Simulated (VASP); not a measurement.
**Sc: single point with PBE**

Crystal: Sc.

```
CELL_PARAMETERS angstrom
0.00000 2.39962 2.39962
2.39962 0.00000 2.39962
2.39962 2.39962 0.00000
ATOMIC_POSITIONS crystal
Sc 0.00000 0.00000 0.00000
```

This isn't the form of Sc at room conditions, which is hcp.

| Property | Result |
| --- | --- |
| Program | VASP 6.6.1 |
| Task | single point |
| Functional | PBE |
| Potentials or basis | VASP PAW PBE potentials, release 64 (Sc_sv) |
| Cutoff | 520 eV |
| k mesh | 13 × 13 × 13 |
| Occupations | fermi-dirac, width 0.05 eV |
| Spin | collinear spin |
| Starting moments | [1.0] μB |

The pressure is -4.8 GPa. The net moment is 0.00 μB per cell and the valence electrons inside the program's atomic spheres are Sc 9.28.

Levels at points of the mesh, in eV from the Fermi level:
Spin up:
```
           k point  band 2  band 3  band 4  band 5  band 6  band 7  band 8  band 9
(0.00, 0.00, 0.00)  -28.22  -28.22  -28.22   -4.95    1.42    1.42    1.42    2.59
```
Spin down:
```
           k point  band 3  band 4  band 5  band 6  band 7  band 8
(0.00, 0.00, 0.00)  -28.22  -28.22   -4.95    1.42    1.42    1.42
```

Wall time 57 s on 1 thread of Intel(R) Xeon(R) Platinum 8488C (Sapphire Rapids), with other jobs on the host, peak memory 0.2 GiB.

Caveat: the cell stands under tension.
